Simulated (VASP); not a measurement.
# HfSn2Te6 (P-31m) in VASP: single point with PBE

Aim: the single point of HfSn2Te6 with PBE.

Everything below comes from runs of VASP 6.6.1. Logs are shortened: lines on timing, memory, paths and dates and some standing lists are left out, and cuts for length are marked.

**1. The cell of the first run**

It takes space group P-31m (No. 162, trigonal). The conventional cell has a = 7.327 Å, b = 7.327 Å, c = 6.457 Å, α = 90.00°, β = 90.00°, γ = 120.00°. Hf (site symmetry -3m) has 6 Te at 2.90 Å within 3.8 Å. Sn (site symmetry 32) has 6 Te at 3.03 Å within 4.0 Å. Within 4.4 Å of Te (site symmetry m) lie 1 Hf at 2.90 Å and 2 Sn at 3.03 Å and 12 Te at 3.83 to 4.33 Å.

**2. Single point, PBE**

The input, INCAR:

```
PREC = Accurate ; ENCUT = 520
EDIFF = 1E-6 ; ISMEAR = 0
SIGMA = 0.1 ; LREAL = F
LASPH = T ; NELM = 80
ALGO = Normal ; ISIF = 2
LWAVE = F ; LCHARG = F
GGA = PE ; NBANDS = 47
```

The input, KPOINTS:

```
regular mesh
0
Gamma
  6 6 6
```

The input, POSCAR:

```
HfSn2Te6
1.0
    7.3273053454      0.0000000000      0.0000000000
   -3.6636526727      6.3456325704      0.0000000000
    0.0000000000      0.0000000000      6.4571941695
Hf Sn Te
1 2 6
Direct
    0.0000000000      0.0000000000      0.0000000000
    0.3333333333      0.6666666667      0.0000000000
    0.6666666667      0.3333333333      0.0000000000
    0.3190331769      0.0000000000      0.2651568059
    0.0000000000      0.3190331769      0.2651568059
    0.6809668231      0.6809668231      0.2651568059
    0.6809668231      0.0000000000      0.7348431941
    0.3190331769      0.3190331769      0.7348431941
    0.0000000000      0.6809668231      0.7348431941
```

Potentials or basis: VASP PAW PBE potentials, release 64 (Hf_pv, Sn_d, Te).

Command:

```bash
cat potpaw_PBE.64/Hf_pv/POTCAR potpaw_PBE.64/Sn_d/POTCAR potpaw_PBE.64/Te/POTCAR > POTCAR
mpirun -np 1 vasp_std > vasp.out
```

OUTCAR:

```text
PREC = Accurate
   ENCUT = 520
   EDIFF = 1E-6
   ISMEAR = 0
   LREAL = F
   LASPH = T
   NELM = 80
   ISIF = 2
   GGA = PE

 ion  position               nearest neighbor table
   1  0.000  0.000  0.000-   5 2.90   6 2.90   8 2.90   9 2.90   4 2.90   7 2.90
   2  0.333  0.667  0.000-   4 3.03   9 3.03   5 3.03   7 3.03   8 3.03   6 3.03
   3  0.667  0.333  0.000-   7 3.03   5 3.03   9 3.03   4 3.03   6 3.03   8 3.03
   4  0.319  0.000  0.265-   1 2.90   2 3.03   3 3.03
   5  0.000  0.319  0.265-   1 2.90   3 3.03   2 3.03
   6  0.681  0.681  0.265-   1 2.90   3 3.03   2 3.03
   7  0.681  0.000  0.735-   1 2.90   3 3.03   2 3.03
   8  0.319  0.319  0.735-   1 2.90   2 3.03   3 3.03
   9  0.000  0.681  0.735-   1 2.90   2 3.03   3 3.03

  LATTYP: Found a hexagonal cell.
 ALAT       =     7.3273053454
 C/A-ratio  =     0.8812508644

  Lattice vectors:

 A1 = (   7.3273053454,   0.0000000000,   0.0000000000)
 A2 = (  -3.6636526727,   6.3456325704,   0.0000000000)
 A3 = (   0.0000000000,   0.0000000000,   6.4571941695)

Analysis of symmetry for initial positions (statically):
=====================================================================
 Subroutine PRICEL returns:
 Original cell was already a primitive cell.

 Routine SETGRP: Setting up the symmetry group for a
 hexagonal supercell.

 Subroutine GETGRP returns: Found 12 space group operations
 (whereof 12 operations were pure point group operations)
 out of a pool of 24 trial point group operations.

The static configuration has the point symmetry D_3d.

Analysis of symmetry for dynamics (positions and initial velocities):
=====================================================================
 Subroutine PRICEL returns:
 Original cell was already a primitive cell.

 Routine SETGRP: Setting up the symmetry group for a
 hexagonal supercell.

 Subroutine GETGRP returns: Found 12 space group operations
 (whereof 12 operations were pure point group operations)
 out of a pool of 24 trial point group operations.

The dynamic configuration has the point symmetry D_3d.

 Subroutine INISYM returns: Found 12 space group operations
 (whereof 12 operations are pure point group operations),
 and found     1 'primitive' translations

----------------------------------------------------------------------------------------

                                     Primitive cell

  volume of cell :     300.2362

  direct lattice vectors                    reciprocal lattice vectors
     7.327305345  0.000000000  0.000000000     0.136475819  0.078794351  0.000000000
    -3.663652673  6.345632570  0.000000000     0.000000000  0.157588702  0.000000000
     0.000000000  0.000000000  6.457194170     0.000000000  0.000000000  0.154866026

  length of vectors
     7.327305345  7.327305345  6.457194170     0.157588702  0.157588702  0.154866026

  position of ions in fractional coordinates (direct lattice)
     0.000000000  0.000000000  0.000000000
     0.333333333  0.666666667  0.000000000
     0.666666667  0.333333333  0.000000000
     0.319033177  0.000000000  0.265156806
     1.000000000  0.319033177  0.265156806
     0.680966823  0.680966823  0.265156806
     0.680966823  0.000000000  0.734843194
     0.319033177  0.319033177  0.734843194
     1.000000000  0.680966823  0.734843194

  ion indices of the primitive-cell ions
   primitive index   ion index
                 1           1
                 2           2
                 3           3
                 4           4
                 5           5
                 6           6
                 7           7
                 8           8
                 9           9

----------------------------------------------------------------------------------------

 KPOINTS: regular mesh

Automatic generation of k-mesh.
 Grid dimensions read from file:
 generate k-points for:    6    6    6

 Generating k-lattice:

  Cartesian coordinates                     Fractional coordinates (reciprocal lattice)
     0.022745970  0.013132392  0.000000000     0.166666667 -0.000000000  0.000000000
     0.000000000  0.026264784  0.000000000     0.000000000  0.166666667  0.000000000
     0.000000000  0.000000000  0.025811004     0.000000000  0.000000000  0.166666667

  Length of vectors
     0.026264784  0.026264784  0.025811004

  Shift w.r.t. Gamma in fractional coordinates (k-lattice)
     0.000000000  0.000000000  0.000000000

 Subroutine IBZKPT returns following result:
 ===========================================

 Found     34 irreducible k-points:

 Following reciprocal coordinates:
            Coordinates               Weight
  0.000000  0.000000  0.000000      1.000000
  0.166667  0.000000  0.000000      6.000000
  0.333333  0.000000  0.000000      6.000000
  0.500000  0.000000  0.000000      3.000000
  0.166667  0.166667  0.000000      6.000000
  0.333333  0.166667  0.000000     12.000000
[... 16 lines left out ...]
 -0.166667  0.333333  0.333333      6.000000
  0.333333  0.166667  0.333333     12.000000
 [... further k-points ...]
   k-points           NKPTS =     34   k-points in BZ     NKDIM =     34   number of bands    NBANDS=     47
   number of dos      NEDOS =    301   number of ions     NIONS =      9
   total plane-waves  NPLWV = 139968
   dimension x,y,z NGX =    54 NGY =   54 NGZ =   48
   dimension x,y,z NGXF=   108 NGYF=  108 NGZF=   96
   ions per type =               1   2   6
   NGX,Y,Z   is equivalent  to a cutoff of  12.25, 12.25, 12.36 a.u.
   NGXF,Y,Z  is equivalent  to a cutoff of  24.50, 24.50, 24.72 a.u.
 SYSTEM =  unknown system
   PREC   = accura    normal or accurate (medium, high low for compatibility)
   ISTART =      0    job   : 0-new  1-cont  2-samecut
   ICHARG =      2    charge: 1-file 2-atom 10-const
   ISPIN  =      1    spin polarized calculation?
   LNONCOLLINEAR =      F non collinear calculations
   LSORBIT =      F    spin-orbit coupling
   LASPH  =      T    aspherical Exc in radial PAW
   ENCUT  =  520.0 eV  38.22 Ry    6.18 a.u.  13.62 13.62 12.01*2*pi/ulx,y,z
   NELM   =     80;   NELMIN=  2; NELMDL= -5     # of ELM steps
   EDIFF  = 0.1E-05   stopping-criterion for ELM
   LREAL  =      F    real-space projection
   EDIFFG = 0.1E-04   stopping-criterion for IOM
   NSW    =      0    number of steps for IOM
   IBRION =     -1    ionic relax: 0-MD 1-quasi-New 2-CG
   NFREE  =      0    steps in history (QN), initial steepest desc. (CG)
   ISIF   =      2    stress and relaxation
   ISYM   =      2    0-nonsym 1-usesym 2-fastsym
   POTIM  = 0.5000    time-step for ionic-motion
   TEBEG  =    0.0;   TEEND  =   0.0 temperature during run
   PSTRESS=    0.0 pullay stress
   NELECT =      74.0000    total number of electrons
   NUPDOWN=      -1.0000    fix difference up-down
   EMIN   =  10.00;   EMAX   =-10.00  energy-range for DOS
   EFERMI =   0.00;   METHOD = LEGACY
   ISMEAR =     0;   SIGMA  =   0.10  broadening in eV -4-tet -1-fermi 0-gaus
   EFERMI_NEDOS =   21; number of points for ismear=-14 and -15
   IALGO  =     38    algorithm
   IMIX   =      4    mixing-type and parameters
     AMIX     =   0.40;   BMIX     =  1.00
     AMIX_MAG =   1.60;   BMIX_MAG =  1.00
  volume/ion in A,a.u.               =      33.36       225.12
  Fermi-wavevector in a.u.,A,eV,Ry     =   1.026434  1.939679 14.334647  1.053567
  Thomas-Fermi vector in A             =   2.160327
   LORBIT       =      0    0 simple, 1 ext, 2 COOP (PROOUT), +10 PAW based schemes
   GGA     = PE    functional components
   LHFCALC =     F    Hartree Fock is set to
   AEXX    =    0.0000 exact exchange contribution
   IVDW    =     0    specifies the selected vdW correction
   LEPSILON=     F    determine dielectric tensor
   LRPA    =     F    only Hartree local field effects (RPA)
 non-spin polarized calculation
 Gauss-broadening in eV      SIGMA  =   0.10
  energy-cutoff  :      520.00
  volume of cell :      300.24
 maximum number of plane-waves:      8148
   NGX = 27   NGY = 27   NGZ = 25

 number of electron      74.0000002 magnetization

 Free energy of the ion-electron system (eV)
  ---------------------------------------------------
  ext. energy  EPLUGINS =         0.00000000
  ---------------------------------------------------
  free energy    TOTEN  =       -39.08019941 eV

  energy without entropy =      -39.04474232  energy(sigma->0) =      -39.06247086

 E-fermi :   4.8676     XC(G=0):  -9.1125

 val. band max:        4.8622430579   @ k =   0.3333   0.3333   0.5000
 cond. band min:       4.8802115271   @ k =   0.3333   0.3333   0.1667
 fundamental gap:      0.0179684693
 Fermi energy:         4.8675724197

 k-point     1 :       0.0000    0.0000    0.0000
  band No.  band energies     occupation
      1     -26.2307      2.00000
      2     -26.2204      2.00000
      3     -26.2204      2.00000
      4     -16.4771      2.00000
      5     -16.4771      2.00000
      6     -16.4751      2.00000
[... 39 lines left out ...]
     46       8.7412      0.00000
     47       8.7482      0.00000

 k-point     2 :       0.1667    0.0000    0.0000
  band No.  band energies     occupation
      1     -26.2307      2.00000
      2     -26.2204      2.00000
      3     -26.2204      2.00000
      4     -16.4792      2.00000
      5     -16.4788      2.00000
      6     -16.4733      2.00000
[... 39 lines left out ...]
     46       8.7674      0.00000
     47       9.1106      0.00000

 k-point     3 :       0.3333    0.0000    0.0000
  band No.  band energies     occupation
      1     -26.2307      2.00000
      2     -26.2204      2.00000
      3     -26.2204      2.00000
      4     -16.4813      2.00000
      5     -16.4806      2.00000
      6     -16.4714      2.00000
[... 39 lines left out ...]
     46       8.8567      0.00000
     47       8.9108      0.00000

 k-point     4 :       0.5000    0.0000    0.0000
  band No.  band energies     occupation
      1     -26.2307      2.00000
      2     -26.2204      2.00000
      3     -26.2204      2.00000
      4     -16.4821      2.00000
      5     -16.4812      2.00000
      6     -16.4707      2.00000
[... 939 lines left out ...]
     46       8.6693      0.00000
     47       8.7126      0.00000

 k-point    23 :      -0.1667    0.3333    0.3333
  band No.  band energies     occupation
      1     -26.2307      2.00000
      2     -26.2204      2.00000
      3     -26.2204      2.00000
      4     -16.4817      2.00000
      5     -16.4790      2.00000
      6     -16.4732      2.00000
[... 39 lines left out ...]
     46       8.8024      0.00000
     47       9.0565      0.00000

 k-point    24 :       0.3333    0.1667    0.3333
  band No.  band energies     occupation
      1     -26.2307      2.00000
      2     -26.2204      2.00000
      3     -26.2204      2.00000
      4     -16.4835      2.00000
      5     -16.4789      2.00000
      6     -16.4733      2.00000
[... 39 lines left out ...]
     46       8.7770      0.00000
     47       8.8786      0.00000

 [... further k-points ...]
[... 5 lines left out ...]
  --------------------------------------------------------------------------------------
  -------------------------------------------------------------------------------------
  Total       -0.1233708     -0.1233708     -0.1266312      0.0000000     -0.0000000      0.0000000
  in kB       -0.6583544     -0.6583544     -0.6757535      0.0000000     -0.0000000      0.0000000
  external PRESSURE =      -0.6641541 kB  Pullay stress =       0.0000000 kB

 VOLUME and BASIS-vectors are now :
 -----------------------------------------------------------------------------
  energy-cutoff  :      520.00
  volume of cell :      300.24
      direct lattice vectors                 reciprocal lattice vectors
     7.327305345  0.000000000  0.000000000     0.136475819  0.078794351  0.000000000
    -3.663652673  6.345632570  0.000000000     0.000000000  0.157588702  0.000000000
     0.000000000  0.000000000  6.457194170     0.000000000  0.000000000  0.154866026

 POSITION                                       TOTAL-FORCE (eV/Angst)
 -----------------------------------------------------------------------------------
      0.00000      0.00000      0.00000         0.000000     -0.000000      0.000000
     -0.00000      4.23042      0.00000         0.000000     -0.000000      0.000000
      3.66365      2.11521      0.00000         0.000000     -0.000000      0.000000
      2.33765      0.00000      1.71217        -0.016923     -0.000000     -0.003513
     -1.16883      2.02447      1.71217         0.008462     -0.014656     -0.003513
      2.49483      4.32117      1.71217         0.008462      0.014656     -0.003513
      4.98965      0.00000      4.74503         0.016923     -0.000000      0.003513
      1.16883      2.02447      4.74503        -0.008462     -0.014656      0.003513
     -2.49483      4.32117      4.74503        -0.008462      0.014656      0.003513
 -----------------------------------------------------------------------------------
    total drift:                               -0.000000      0.000000     -0.000000

  FREE ENERGIE OF THE ION-ELECTRON SYSTEM (eV)
  ---------------------------------------------------
  free  energy   TOTEN  =       -39.0801994066 eV

  energy  without entropy=      -39.0447423191  energy(sigma->0) =      -39.06247086
```

Wall time 6 min (1 thread of Intel Xeon Platinum 8488C (Sapphire Rapids), shared host); peak memory 0.65 GiB.

Results:

* Free energy: -39.0802 eV
* Pressure: -0.1 GPa
* Largest force: 0.017 eV/Å
* Band gap on the k mesh: zero (bands 37 and 38 overlap by 0.56 eV)

Forces on the atoms (eV/Å):
```
Hf   0.000  0.000  0.000
Sn   0.000  0.000  0.000
Sn   0.000  0.000  0.000
Te  -0.017  0.000 -0.004
Te   0.008 -0.015 -0.004
Te   0.008  0.015 -0.004
Te   0.017  0.000  0.004
Te  -0.008 -0.015  0.004
Te  -0.008  0.015  0.004
```

Caveat: spin-orbit coupling is left out, which moves the levels of the heavy elements; this functional lacks dispersion, which binds the layers, so the pressure and a relaxed spacing across them are unreliable.
